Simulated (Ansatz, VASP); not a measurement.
Mg3CdSe4 in VASP and in Ansatz

INCAR

```
PREC     = Accurate       # precision mode
ENCUT    = 520            # plane-wave cutoff, eV
EDIFF    = 1E-6           # SCF threshold, eV
ISMEAR   = 0              # smearing method
SIGMA    = 0.1            # smearing width, eV
LREAL    = False          # projectors in reciprocal space
LASPH    = True           # aspherical terms in the spheres
NELM     = 80             # most SCF steps
ALGO     = Normal         # electronic algorithm
ISIF     = 2              # what is computed and relaxed
LWAVE    = False          # write WAVECAR
LCHARG   = False          # write CHGCAR
GGA      = PE             # functional
NBANDS   = 31             # bands
```

KPOINTS

```
regular mesh
0
Gamma
  4 4 4
```

The input POSCAR:

```
Mg3CdSe4
1.0
    6.0437947000      0.0000000000      0.0000000000
    0.0000000000      6.0437947000      0.0000000000
    0.0000000000      0.0000000000      6.0437947000
Mg Cd Se
3 1 4
Direct
    0.0000000000      0.5000000000      0.5000000000
    0.5000000000      0.0000000000      0.5000000000
    0.5000000000      0.5000000000      0.0000000000
    0.0000000000      0.0000000000      0.0000000000
    0.2556460000      0.2556460000      0.7443540000
    0.2556460000      0.7443540000      0.2556460000
    0.7443540000      0.2556460000      0.2556460000
    0.7443540000      0.7443540000      0.7443540000
```

Input for Ansatz:

```yaml
crystal:
  lattice:
    - [6.0437947, 0.0, 0.0]
    - [0.0, 6.0437947, 0.0]
    - [0.0, 0.0, 6.0437947]
  atoms:
    - { symbol: Mg, position: [0.0, 0.5, 0.5] }
    - { symbol: Mg, position: [0.5, 0.0, 0.5] }
    - { symbol: Mg, position: [0.5, 0.5, 0.0] }
    - { symbol: Cd, position: [0.0, 0.0, 0.0] }
    - { symbol: Se, position: [0.255646, 0.255646, 0.744354] }
    - { symbol: Se, position: [0.255646, 0.744354, 0.255646] }
    - { symbol: Se, position: [0.744354, 0.255646, 0.255646] }
    - { symbol: Se, position: [0.744354, 0.744354, 0.744354] }
basis:
  ecutwfc: 420
kpoints:
  mp_grid: { grid: [4, 4, 4] }
hamiltonian:
  xc: pbe
scf:
  occupations: { method: gaussian, width: 0.1 }
  lower_state_search: "off"
output:
  forces: true
  stress: true
  eigenvalues: true
```

Alike in both runs: task single point; functional PBE; k mesh 4 × 4 × 4; occupations gaussian, width 0.1 eV; no spin polarisation.

|  | VASP | Ansatz |
| --- | --- | --- |
| version | VASP 6.6.1 | Ansatz 0.2.0 |
| potentials or method | VASP PAW PBE potentials, release 64 (Mg, Cd, Se), cutoff 520 eV | scalar-relativistic, plane waves, PAW |
| valence electrons in the cell | 42 | 114 |

Ansatz gave:

- gap on the k mesh at the Fermi level (eV): 1.93
- least direct gap on the mesh (eV): 1.93
- pressure (GPa): 0.0
- rms of the force components (eV/Å): 0.004

Problem. What did VASP give for the same quantities?

Solution. gap on the k mesh at the Fermi level (eV): 1.93; least direct gap on the mesh (eV): 1.93; pressure (GPa): 0.0; rms of the force components (eV/Å): 0.017.

Atom by atom the forces differ by 0.012 eV/Å (rms over components). With one functional, cell and mesh, what is left measures potentials, basis and numerics. VASP's potentials hold 42 valence electrons a cell and Ansatz's 114, so a difference there can come from the potentials and not from the codes.
